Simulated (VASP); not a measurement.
Input of a VASP 6.6.1 run:

Contents of INCAR:

```
PREC     = Accurate       # precision mode
ENCUT    = 600            # plane-wave cutoff, eV
EDIFF    = 1E-8           # SCF threshold, eV
ISMEAR   = 0              # smearing method
SIGMA    = 0.01           # smearing width, eV
LREAL    = F              # projectors in reciprocal space
LASPH    = T              # aspherical terms in the spheres
NELM     = 100            # most SCF steps
ALGO     = Normal         # electronic algorithm
ISIF     = 3              # what is computed and relaxed
LWAVE    = F              # write WAVECAR
LCHARG   = T              # write CHGCAR
GGA      = PS             # functional
IBRION   = 6              # ionic algorithm
NFREE    = 2            
POTIM    = 0.015          # step
NSW      = 1              # ionic steps
```

KPOINTS

```
Automatic mesh
0
Gamma
  5 5 4
```

POSCAR

```
Te
1.0
    4.4540000000      0.0000000000      0.0000000000
   -2.2270000000      3.8572771485      0.0000000000
    0.0000000000      0.0000000000      5.9240000000
Te
3
Direct
    0.7310000000      0.7310000000      0.0000000000
    0.0000000000      0.2690000000      0.6666666667
    0.2690000000      0.0000000000      0.3333333333
```

Potentials or basis: VASP PAW PBE potentials, release 64 (Te).

Run with:

```sh
$ cat potpaw_PBE.64/Te/POTCAR > POTCAR
$ mpirun -np 1 vasp_std > vasp.out
```

Problem. Predict the Voigt bulk modulus.

Solution. 28 GPa.

Problem. Estimate the highest phonon frequency at Γ.

Solution. 137 cm⁻¹.

Phonon frequencies in cm⁻¹ (negative: imaginary):
| q point | frequencies |
| --- | --- |
| (0.000, 0.000, 0.000) | 0 0 0 84 85 85 116 137 137 |

Caveat: the PAW data sets were made with another functional, which shifts forces and pressure a little.
